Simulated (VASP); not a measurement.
Runs of VASP 6.6.1 on MgSe. The structure is that of space group Fm-3m (No. 225), or close to it. The cells are those of the table. 

```csv
task,level,potentials or basis,cell,k mesh,cutoff (eV),smearing,grid for exact exchange (PRECFOCK),share of exact exchange,screening parameter,gap on the mesh (eV),pressure (GPa),relaxed volume (Å³/atom)
single point,PBE0,"VASP PAW PBE potentials, release 64 (Mg, Se)","a = 3.870 Å, angles 60.0°, 2 atoms",6 × 6 × 6,520,gaussian 0.01 eV,Normal,0.25,-,(c),-0.6,-
single point,HSE06,"VASP PAW PBE potentials, release 64 (Mg, Se)","a = 3.870 Å, angles 60.0°, 2 atoms",6 × 6 × 6,520,gaussian 0.01 eV,Normal,0.25,0.2079 1/Å,(a),-0.6,-
single point,LDA,"VASP PAW LDA potentials, release 64 (Mg, Se)","a = 3.870 Å, angles 60.0°, 2 atoms",8 × 8 × 8,600,gaussian 0.01 eV,-,-,-,1.63,-3.1,-
relaxation of cell and atoms,LDA,"VASP PAW LDA potentials, release 64 (Mg, Se)","relaxed from a = 3.895 Å, angles 60.0°, 2 atoms",8 × 8 × 8,600,fermi-dirac 0.02 eV,-,-,-,1.71,0.0,19.50
single point,PBEsol,"VASP PAW PBE potentials, release 64 (Mg, Se)","a = 3.854 Å, angles 60.0°, 2 atoms",8 × 8 × 8,600,fermi-dirac 0.02 eV,-,-,-,1.76,-0.1,-
relaxation of cell and atoms,PBEsol,"VASP PAW PBE potentials, release 64 (Mg, Se)","relaxed from a = 3.895 Å, angles 60.0°, 2 atoms",8 × 8 × 8,600,fermi-dirac 0.02 eV,-,-,-,1.76,0.0,20.21
single point,HSE06,"VASP PAW PBE potentials, release 64 (Mg, Se)","a = 3.865 Å, angles 60.0°, 2 atoms",6 × 6 × 6,520,fermi-dirac 0.02 eV,Normal,0.25,0.2079 1/Å,2.63,-0.3,-
single point,LDA,"VASP PAW LDA potentials, release 64 (Mg, Se)","a = 3.812 Å, angles 60.0°, 2 atoms",8 × 8 × 8,600,fermi-dirac 0.02 eV,-,-,-,(b),-0.3,-
```

Alike in all rows: no spin polarisation.

Q: Fill in the values left out.

A: (a) 2.62; (b) 1.70; (c) 3.33.

Caveats: the PAW data sets were made with another functional, which shifts forces and pressure a little (at least some runs); the cell stands under tension (at least some runs).

A k mesh can miss the band edges, and the runs leave out spin-orbit coupling on Se.
